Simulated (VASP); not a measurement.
# BaS (rocksalt type) (Fm-3m) in VASP: a series of runs

BaS (rocksalt type) is run at these levels: LDA; tasks: single point.

All numbers are computed with VASP 6.6.1; they aren't measurements. Logs are shortened: lines on timing, memory, paths and dates and some standing lists are left out, and cuts for length are marked.

## 1. The cell of the first run

It takes space group Fm-3m (No. 225, cubic). Conventional cell: a = 6.270 Å, b = 6.270 Å, c = 6.270 Å, α = 90.00°, β = 90.00°, γ = 90.00°. Ba (site symmetry m-3m) has 6 S at 3.13 Å within 4.1 Å. S (site symmetry m-3m) has 6 Ba at 3.13 Å within 4.1 Å.

## 2. Single point, LDA

POSCAR

```
BaS
1.0
    0.0000000000      3.1349090268      3.1349090268
    3.1349090268      0.0000000000      3.1349090268
    3.1349090268      3.1349090268      0.0000000000
Ba S
1 1
Direct
    0.0000000000      0.0000000000      0.0000000000
    0.5000000000      0.5000000000      0.5000000000
```

INCAR.step1

```
ALGO = Normal ; EDIFF = 1E-6
ENCUT = 520 ; ISIF = 2
ISMEAR = -1 ; LASPH = T
LCHARG = T ; LREAL = F
LWAVE = F ; NBANDS = 15
NELM = 60 ; PREC = Accurate
SIGMA = 0.1
```

KPOINTS.step1

```
k-points
0
Gamma
  11 11 11
```

INCAR.step2

```
ALGO = Normal ; EDIFF = 1E-6
ENCUT = 520 ; ICHARG = 11
ISIF = 2 ; ISMEAR = -5
LASPH = T ; LCHARG = F
LORBIT = 11 ; LREAL = F
LWAVE = F ; NBANDS = 15
NEDOS = 1001 ; NELM = 60
PREC = Accurate ; SIGMA = 0.1
```

KPOINTS.step2

```
k-points
0
Gamma
  17 17 17
```

Potentials or basis: VASP PAW LDA potentials, release 64 (Ba_sv, S).

Launch:

```console
cat potpaw_LDA.64/Ba_sv/POTCAR potpaw_LDA.64/S/POTCAR > POTCAR
cp INCAR.step1 INCAR
cp KPOINTS.step1 KPOINTS
mpirun -np 1 vasp_std > vasp.out
cp INCAR.step2 INCAR
cp KPOINTS.step2 KPOINTS
mpirun -np 1 vasp_std > vasp.out
```

OUTCAR:

```text
EDIFF = 1E-6
   ENCUT = 520
   ICHARG = 11
   ISIF = 2
   ISMEAR = -5
   LASPH = T
   LORBIT = 11
   LREAL = F
   NELM = 60
   PREC = Accurate

 ion  position               nearest neighbor table
   1  0.000  0.000  0.000-   2 3.13   2 3.13   2 3.13   2 3.13   2 3.13   2 3.13
   2  0.500  0.500  0.500-   1 3.13   1 3.13   1 3.13   1 3.13   1 3.13   1 3.13

  LATTYP: Found a face centered cubic cell.
 ALAT       =     6.2698180536

  Lattice vectors:

 A1 = (   0.0000000000,   3.1349090268,   3.1349090268)
 A2 = (   3.1349090268,   0.0000000000,   3.1349090268)
 A3 = (   3.1349090268,   3.1349090268,   0.0000000000)

Analysis of symmetry for initial positions (statically):
=====================================================================
 Subroutine PRICEL returns:
 Original cell was already a primitive cell.

 Routine SETGRP: Setting up the symmetry group for a
 face centered cubic supercell.

 Subroutine GETGRP returns: Found 48 space group operations
 (whereof 48 operations were pure point group operations)
 out of a pool of 48 trial point group operations.

The static configuration has the point symmetry O_h .

Analysis of symmetry for dynamics (positions and initial velocities):
=====================================================================
 Subroutine PRICEL returns:
 Original cell was already a primitive cell.

 Routine SETGRP: Setting up the symmetry group for a
 face centered cubic supercell.

 Subroutine GETGRP returns: Found 48 space group operations
 (whereof 48 operations were pure point group operations)
 out of a pool of 48 trial point group operations.

The dynamic configuration has the point symmetry O_h .

 Subroutine INISYM returns: Found 48 space group operations
 (whereof 48 operations are pure point group operations),
 and found     1 'primitive' translations

----------------------------------------------------------------------------------------

                                     Primitive cell

  volume of cell :      61.6176

  direct lattice vectors                    reciprocal lattice vectors
     0.000000000  3.134909027  3.134909027    -0.159494261  0.159494261  0.159494261
     3.134909027  0.000000000  3.134909027     0.159494261 -0.159494261  0.159494261
     3.134909027  3.134909027  0.000000000     0.159494261  0.159494261 -0.159494261

  length of vectors
     4.433430863  4.433430863  4.433430863     0.276252164  0.276252164  0.276252164

  position of ions in fractional coordinates (direct lattice)
     0.000000000  0.000000000  0.000000000
     0.500000000  0.500000000  0.500000000

  ion indices of the primitive-cell ions
   primitive index   ion index
                 1           1
                 2           2

----------------------------------------------------------------------------------------

 KPOINTS: k-points

Automatic generation of k-mesh.
 Grid dimensions read from file:
 generate k-points for:   17   17   17

 Generating k-lattice:

  Cartesian coordinates                     Fractional coordinates (reciprocal lattice)
    -0.009382015  0.009382015  0.009382015     0.058823529  0.000000000  0.000000000
     0.009382015 -0.009382015  0.009382015     0.000000000  0.058823529  0.000000000
     0.009382015  0.009382015 -0.009382015     0.000000000  0.000000000  0.058823529

  Length of vectors
     0.016250127  0.016250127  0.016250127

  Shift w.r.t. Gamma in fractional coordinates (k-lattice)
     0.000000000  0.000000000  0.000000000

 TETIRR: Found    693 inequivalent tetrahedra from    29478

 Subroutine IBZKPT returns following result:
 ===========================================

 Found    165 irreducible k-points:

 Following reciprocal coordinates:
            Coordinates               Weight
  0.000000  0.000000  0.000000      1.000000
  0.058824  0.000000  0.000000      8.000000
  0.117647  0.000000  0.000000      8.000000
  0.176471  0.000000  0.000000      8.000000
  0.235294  0.000000  0.000000      8.000000
  0.294118  0.000000  0.000000      8.000000
[... 16 lines left out ...]
 -0.176471  0.058824  0.000000     24.000000
 -0.117647  0.058824  0.000000     24.000000
 [... further k-points ...]
   k-points           NKPTS =    165   k-points in BZ     NKDIM =    165   number of bands    NBANDS=     15
   number of dos      NEDOS =   1001   number of ions     NIONS =      2
   total plane-waves  NPLWV =  46656
   dimension x,y,z NGX =    36 NGY =   36 NGZ =   36
   dimension x,y,z NGXF=    72 NGYF=   72 NGZF=   72
   ions per type =               1   1
   NGX,Y,Z   is equivalent  to a cutoff of  13.50, 13.50, 13.50 a.u.
   NGXF,Y,Z  is equivalent  to a cutoff of  27.00, 27.00, 27.00 a.u.
 SYSTEM =  unknown system
   PREC   = accura    normal or accurate (medium, high low for compatibility)
   ISTART =      0    job   : 0-new  1-cont  2-samecut
   ICHARG =     11    charge: 1-file 2-atom 10-const
   ISPIN  =      1    spin polarized calculation?
   LNONCOLLINEAR =      F non collinear calculations
   LSORBIT =      F    spin-orbit coupling
   LASPH  =      T    aspherical Exc in radial PAW
   ENCUT  =  520.0 eV  38.22 Ry    6.18 a.u.   8.24  8.24  8.24*2*pi/ulx,y,z
   NELM   =     60;   NELMIN=  2; NELMDL=  0     # of ELM steps
   EDIFF  = 0.1E-05   stopping-criterion for ELM
   LREAL  =      F    real-space projection
   EDIFFG = 0.1E-04   stopping-criterion for IOM
   NSW    =      0    number of steps for IOM
   IBRION =     -1    ionic relax: 0-MD 1-quasi-New 2-CG
   NFREE  =      0    steps in history (QN), initial steepest desc. (CG)
   ISIF   =      2    stress and relaxation
   ISYM   =      2    0-nonsym 1-usesym 2-fastsym
   POTIM  = 0.5000    time-step for ionic-motion
   TEBEG  =    0.0;   TEEND  =   0.0 temperature during run
   PSTRESS=    0.0 pullay stress
   NELECT =      16.0000    total number of electrons
   NUPDOWN=      -1.0000    fix difference up-down
   EMIN   =  10.00;   EMAX   =-10.00  energy-range for DOS
   EFERMI =   0.00;   METHOD = LEGACY
   ISMEAR =    -5;   SIGMA  =   0.10  broadening in eV -4-tet -1-fermi 0-gaus
   EFERMI_NEDOS =   21; number of points for ismear=-14 and -15
   IALGO  =     38    algorithm
   IMIX   =      4    mixing-type and parameters
     AMIX     =   0.40;   BMIX     =  1.00
     AMIX_MAG =   1.60;   BMIX_MAG =  1.00
  volume/ion in A,a.u.               =      30.81       207.91
  Fermi-wavevector in a.u.,A,eV,Ry     =   1.044431  1.973689 14.841735  1.090837
  Thomas-Fermi vector in A             =   2.179184
   LORBIT       =     11    0 simple, 1 ext, 2 COOP (PROOUT), +10 PAW based schemes
   GGA     = CA    functional components
   LHFCALC =     F    Hartree Fock is set to
   AEXX    =    0.0000 exact exchange contribution
   IVDW    =     0    specifies the selected vdW correction
   LEPSILON=     F    determine dielectric tensor
   LRPA    =     F    only Hartree local field effects (RPA)
 non-spin polarized calculation
 Fermi weights with tetrahedron method with Bloechl corrections
  energy-cutoff  :      520.00
  volume of cell :       61.62
 maximum number of plane-waves:      1685
 NGX is ok and might be reduce to    36

 number of electron      15.9999998 magnetization

 Free energy of the ion-electron system (eV)
  ---------------------------------------------------
  ext. energy  EPLUGINS =         0.00000000
  ---------------------------------------------------
  free energy    TOTEN  =       -11.17242152 eV

  energy without entropy =      -11.17242152  energy(sigma->0) =      -11.17242152

 E-fermi :   1.5797     XC(G=0):  -9.2199

 val. band max:        1.5461375625   @ k =   0.0000   0.0000   0.0000
 cond. band min:       3.3529893471   @ k =   0.4706   0.4706   0.0000
 fundamental gap:      1.8068517847
 Fermi energy:         1.5797493447

 k-point     1 :       0.0000    0.0000    0.0000
  band No.  band energies     occupation
      1     -24.2909      2.00000
      2      -9.3555      2.00000
      3      -9.3555      2.00000
      4      -9.3555      2.00000
      5      -8.8576      2.00000
      6       1.5461      2.00000
      7       1.5461      2.00000
      8       1.5461      2.00000
      9       5.1359      0.00000
     10       5.2455      0.00000
     11       5.2455      0.00000
     12       5.2455      0.00000
     13       6.2914      0.00000
     14       6.2914      0.00000
     15      10.0746      0.00000

 k-point     2 :       0.0588    0.0000    0.0000
  band No.  band energies     occupation
      1     -24.2889      2.00000
      2      -9.5035      2.00000
      3      -9.3571      2.00000
      4      -9.3571      2.00000
      5      -8.7066      2.00000
      6       1.4286      2.00000
      7       1.4861      2.00000
      8       1.4861      2.00000
      9       5.2293      0.00000
     10       5.3027      0.00000
     11       5.3027      0.00000
     12       5.3080      0.00000
     13       6.4087      0.00000
     14       6.4087      0.00000
     15      10.2321      0.00000
[... 365 lines left out ...]
      3      -9.4021      2.00000
      4      -9.3595      2.00000
      5      -8.0553      2.00000
      6       0.5324      2.00000
      7       0.9212      2.00000
      8       1.1947      2.00000
      9       5.2869      0.00000
     10       5.7348      0.00000
     11       6.1309      0.00000
     12       6.3786      0.00000
     13       7.3840      0.00000
     14       7.7940      0.00000
     15      11.7080      0.00000

 k-point    24 :      -0.1176    0.0588    0.0000
  band No.  band energies     occupation
      1     -24.2786      2.00000
      2      -9.8846      2.00000
      3      -9.3884      2.00000
      4      -9.3548      2.00000
      5      -8.3021      2.00000
      6       0.8890      2.00000
      7       1.1441      2.00000
      8       1.3896      2.00000
      9       5.2191      0.00000
     10       5.4827      0.00000
     11       5.7294      0.00000
     12       5.9141      0.00000
     13       6.8583      0.00000
     14       7.1871      0.00000
     15      11.0032      0.00000

 [... further k-points ...]

------------------------ aborting loop because EDIFF is reached ----------------------------------------

  FORCE on cell =-STRESS in cart. coord.  units (eV):
  Direction    XX          YY          ZZ          XY          YZ          ZX
  --------------------------------------------------------------------------------------
  -------------------------------------------------------------------------------------
  Total        0.3159601      0.3159601      0.3159601      0.0000000     -0.0000000     -0.0000000
  in kB        8.2155768      8.2155768      8.2155768      0.0000000     -0.0000000     -0.0000000
  external PRESSURE =       8.2155768 kB  Pullay stress =       0.0000000 kB

 VOLUME and BASIS-vectors are now :
 -----------------------------------------------------------------------------
  energy-cutoff  :      520.00
  volume of cell :       61.62
      direct lattice vectors                 reciprocal lattice vectors
     0.000000000  3.134909027  3.134909027    -0.159494261  0.159494261  0.159494261
     3.134909027  0.000000000  3.134909027     0.159494261 -0.159494261  0.159494261
     3.134909027  3.134909027  0.000000000     0.159494261  0.159494261 -0.159494261

 POSITION                                       TOTAL-FORCE (eV/Angst)
 -----------------------------------------------------------------------------------
      0.00000      0.00000      0.00000         0.000000      0.000000      0.000000
      3.13491      3.13491      3.13491        -0.000000     -0.000000     -0.000000
 -----------------------------------------------------------------------------------
    total drift:                                0.000000      0.000000      0.000000

  FREE ENERGIE OF THE ION-ELECTRON SYSTEM (eV)
  ---------------------------------------------------
  free  energy   TOTEN  =       -11.1724215242 eV

  energy  without entropy=      -11.1724215242  energy(sigma->0) =      -11.17242152

 total charge

# of ion       s       p       d       tot
------------------------------------------
    1        2.013   5.609   0.317   7.939
    2        1.323   2.426   0.000   3.749
--------------------------------------------------
tot          3.337   8.035   0.317  11.688
```

Run time: 1.7 min. Hardware: 1 thread of Intel Xeon Platinum 8259CL at 2.50GHz (Skylake/Cascade Lake), shared host; peak memory 0.28 GiB.

What came out:

* Valence electrons inside the program's atomic spheres: Ba 7.94; S 3.75

Caveat: spin-orbit coupling is left out, which moves the levels of the heavy elements.

## 3. Single point, LDA (13.25 Å³/atom)

This run uses another cell than the first one, of 13.25 Å³/atom.

POSCAR

```
BaS
1.0
    0.0000000000      2.3661799004      2.3661799004
    2.3661799004      0.0000000000      2.3661799004
    2.3661799004      2.3661799004      0.0000000000
Ba S
1 1
Direct
    0.0000000000      0.0000000000      0.0000000000
    0.5000000000      0.5000000000      0.5000000000
```

INCAR.step1

```
  PREC = Accurate
  ENCUT = 400
  EDIFF = 1E-6
  ISMEAR = -1
  SIGMA = 0.1
  LREAL = False
  LASPH = True
  NELM = 120
  ALGO = Normal
  ISIF = 2
  LWAVE = False
  LCHARG = True
  NBANDS = 15
  GGA_COMPAT = False
  NEDOS = 2001
  LORBIT = 11
```

KPOINTS.step1

```
Automatic mesh
0
Gamma
  11 11 11
```

INCAR.step2

```
  PREC = Accurate
  ENCUT = 400
  EDIFF = 1E-6
  ISMEAR = -5
  SIGMA = 0.1
  LREAL = False
  LASPH = True
  NELM = 120
  ALGO = Normal
  ISIF = 2
  LWAVE = False
  LCHARG = False
  LORBIT = 10
  NBANDS = 15
  NEDOS = 2001
  ICHARG = 11
  GGA_COMPAT = False
```

KPOINTS.step2

```
Automatic mesh
0
Gamma
  17 17 17
```

Potentials or basis: VASP PAW LDA potentials, release 64 (Ba_sv, S).

Launch:

```console
cat potpaw_LDA.64/Ba_sv/POTCAR potpaw_LDA.64/S/POTCAR > POTCAR
cp INCAR.step1 INCAR
cp KPOINTS.step1 KPOINTS
mpirun -np 1 vasp_std > vasp.out
cp INCAR.step2 INCAR
cp KPOINTS.step2 KPOINTS
mpirun -np 1 vasp_std > vasp.out
```

Wall time 22 s (1 thread of Intel Xeon Platinum 8375C at 2.90GHz (Ice Lake), shared host); peak memory 0.16 GiB.

Results (log left out):

```
Valence electrons inside the program's atomic spheres : Ba 9.78; S 4.05
```

Levels at points of the mesh, in eV from the Fermi level:
```tsv
k point	band 5	band 6	band 7	band 8	band 9	band 10	band 11	band 12
(0.00, 0.00, 0.00)	-12.10	-1.59	-1.59	-1.59	-0.24	-0.24	-0.24	2.09
```

Caveat: spin-orbit coupling is left out, which moves the levels of the heavy elements.
